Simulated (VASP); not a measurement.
Crystal: CdTe.

```
Cd Te
1.0
     0.00000    3.27872    3.27872
     3.27872    0.00000    3.27872
     3.27872    3.27872    0.00000
Cd Te
1 1
Direct
  0.00000 0.00000 0.00000
  0.25000 0.25000 0.25000
```

Base run:

```yaml
Program: VASP 6.6.1
Functional: r2SCAN
Dispersion: D4
Potentials_or_basis: VASP PAW PBE potentials, release 64 (Cd, Te)
Cutoff: 520 eV
k_mesh: 10 × 10 × 10
Occupations: fermi-dirac, width 0.025 eV
Spin: no spin polarisation
```

Its results: band gap on the k mesh 1.16 eV, direct; pressure -0.4 GPa.

Question: The run is repeated on the same cell with these changes: dispersion from D4 to none; occupations from fermi-dirac, width 0.025 eV to gaussian, width 0.05 eV. What comes out?

Answer: Band gap on the k mesh 1.16 eV, direct; pressure 0.1 GPa.

Caveats: the PAW data sets were made with another functional, which shifts forces and pressure a little; spin-orbit coupling is left out, which moves the levels of the heavy elements.

